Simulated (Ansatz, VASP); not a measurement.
# La2Ge2W in VASP and in Ansatz

The input INCAR:

```
SYSTEM = La2Ge2W
  PREC = Accurate
  ENCUT = 520
  EDIFF = 1E-6
  ISMEAR = 0
  SIGMA = 0.1
  LREAL = .FALSE.
  LASPH = .TRUE.
  NELM = 80
  ALGO = Normal
  ISIF = 2
  LWAVE = .FALSE.
  LCHARG = .FALSE.
  GGA = PE
  NBANDS = 40
```

The input KPOINTS:

```
Automatic mesh
0
G
  6 6 2
  0 0 0
```

File POSCAR:

```
La2Ge2W
1.0
    4.3518341600      0.0000000000      0.0000000000
   -2.1759170800      3.7687989300      0.0000000000
    0.0000000000      0.0000000000      7.5941853700
La Ge W
2 2 1
Direct
    0.0000000000      0.0000000000      0.1814660200
    0.0000000000      0.0000000000      0.8185339800
    0.3333333300      0.6666666700      0.5000000000
    0.6666666700      0.3333333300      0.5000000000
    0.0000000000      0.0000000000      0.5000000000
```

Input for Ansatz:

```yaml
crystal:
  lattice:
    - [4.35183416, 0.0, 0.0]
    - [-2.17591708, 3.76879893, 0.0]
    - [0.0, 0.0, 7.59418537]
  atoms:
    - { symbol: La, position: [0.0, 0.0, 0.18146602] }
    - { symbol: La, position: [0.0, 0.0, 0.81853398] }
    - { symbol: Ge, position: [0.33333333, 0.66666667, 0.5] }
    - { symbol: Ge, position: [0.66666667, 0.33333333, 0.5] }
    - { symbol: W, position: [0.0, 0.0, 0.5] }
basis:
  ecutwfc: 420
kpoints:
  mp_grid: { grid: [6, 6, 2] }
hamiltonian:
  xc: pbe
scf:
  occupations: { method: gaussian, width: 0.1 }
  lower_state_search: "off"
output:
  forces: true
  stress: true
  eigenvalues: true
```

Alike in both runs: task single point; functional PBE; k mesh 6 × 6 × 2; occupations gaussian, width 0.1 eV; no spin polarisation.

```csv
,VASP,Ansatz
version,VASP 6.6.1,Ansatz 0.2.0
potentials or method,"VASP PAW PBE potentials, release 64 (La, Ge_d, W_sv), cutoff 520 eV","scalar-relativistic, plane waves, PAW"
valence electrons in the cell,64,64
```

VASP gave:

| Quantity | Value |
| --- | --- |
| gap on the k mesh at the Fermi level (eV) | none |
| pressure (GPa) | 21.8 |
| traceless stress, the component that is largest in VASP (GPa) | 6.45 |
| rms of the force components (eV/Å) | 0.077 |

Problem. What did Ansatz give for the same quantities?

Solution. gap on the k mesh at the Fermi level (eV): none; pressure (GPa): 21.5; traceless stress, the component that is largest in VASP (GPa): 6.19; rms of the force components (eV/Å): 0.112.

Atom by atom the forces differ by 0.035 eV/Å (rms over components). A gap of «none» marks a metal or a gap that the smearing closes.

The k mesh is coarse, so the values compare programs but aren't converged. Spin-orbit coupling is off throughout.
